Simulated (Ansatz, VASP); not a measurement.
## One calculation of TiC, two programs

The input INCAR:

```
SYSTEM = TiC
ALGO = Normal
EDIFF = 1E-6
ENCUT = 520
GGA = PE
ISIF = 2
ISMEAR = 1
LASPH = .True.
LCHARG = .False.
LREAL = .False.
LWAVE = .False.
NBANDS = 15
NELM = 80
PREC = Accurate
SIGMA = 0.1
```

Contents of KPOINTS:

```
k-points
0
Gamma
  11 11 11
  0 0 0
```

File POSCAR:

```
TiC
1.0
    0.0000000000      2.1664738069      2.1664738069
    2.1664738069      0.0000000000      2.1664738069
    2.1664738069      2.1664738069      0.0000000000
Ti C
1 1
Direct
    0.0000000000      0.0000000000      0.0000000000
    0.5000000000      0.5000000000      0.5000000000
```

Input for Ansatz:

```yaml
crystal:
  lattice:
    - [0.0, 2.166473806852433, 2.166473806852433]
    - [2.166473806852433, 0.0, 2.166473806852433]
    - [2.166473806852433, 2.166473806852433, 0.0]
  atoms:
    - { symbol: Ti, position: [0.0, 0.0, 0.0] }
    - { symbol: C, position: [0.5, 0.5, 0.5] }
basis:
  ecutwfc: 500.0
kpoints:
  mp_grid:
    grid: [11, 11, 11]
hamiltonian:
  xc: pbe
  pseudopotentials:
    kind: paw
scf:
  occupations:
    method: cold
    width: 0.1
output:
  stress: true
```

Alike in both runs: task single point; functional PBE; k mesh 11 × 11 × 11; no spin polarisation.

|  | VASP | Ansatz |
| --- | --- | --- |
| version | VASP 6.6.1 | Ansatz 0.2.0 |
| potentials or method | VASP PAW PBE potentials, release 64 (Ti_sv, C), cutoff 520 eV | plane waves, PAW |
| occupations | methfessel-paxton of order 1, width 0.1 eV | cold, width 0.1 eV |
| valence electrons in the cell | 16 | 16 |

|  | VASP | Ansatz | Ansatz less VASP |
| --- | --- | --- | --- |
| pressure (GPa) | 0.2 | 0.0 | -0.21 |
